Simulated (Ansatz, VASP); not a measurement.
**One calculation of MgGe2, two programs**

```xyz
6
Lattice="5.4844 -1.8374 0.0000 5.4844 1.8374 0.0000 -3.1960 0.0000 5.9675" Properties=species:S:1:pos:R:3 pbc="T T T"
Ge    4.8667    0.0000    1.7522
Ge    2.9062    0.0000    4.2153
Ge    6.5074    0.0000    5.8806
Ge    1.2655    0.0000    0.0869
Mg    7.8265    0.0000    2.0842
Mg   -0.0537    0.0000    3.8833
```

Alike in both runs: task single point; functional PBE; k mesh 8 × 8 × 5; occupations fermi-dirac, width 0.05 eV; no spin polarisation.

```csv
,VASP,Ansatz
version,VASP 6.6.1,Ansatz 0.2.0
potentials or method,"VASP PAW PBE potentials, release 64 (Ge_d, Mg)",Ansatz PAW
plane-wave cutoff (eV),520,420
valence electrons in the cell,60,76
```

|  | VASP | Ansatz | Ansatz less VASP |
| --- | --- | --- | --- |
| gap on the k mesh at the Fermi level (eV) | none | none | - |
| pressure (GPa) | 0.7 | 0.8 | +0.06 |
| traceless stress, the component that is largest in VASP (GPa) | 0.60 | 0.59 | -0.009 |
| rms of the force components (eV/Å) | 0.061 | 0.057 | -0.0041 |

Atom by atom the forces differ by 0.007 eV/Å (rms over components). A gap of «none» marks a metal or a gap that the smearing closes. VASP's potentials hold 60 valence electrons a cell and Ansatz's 76, so a difference there can come from the potentials and not from the codes.
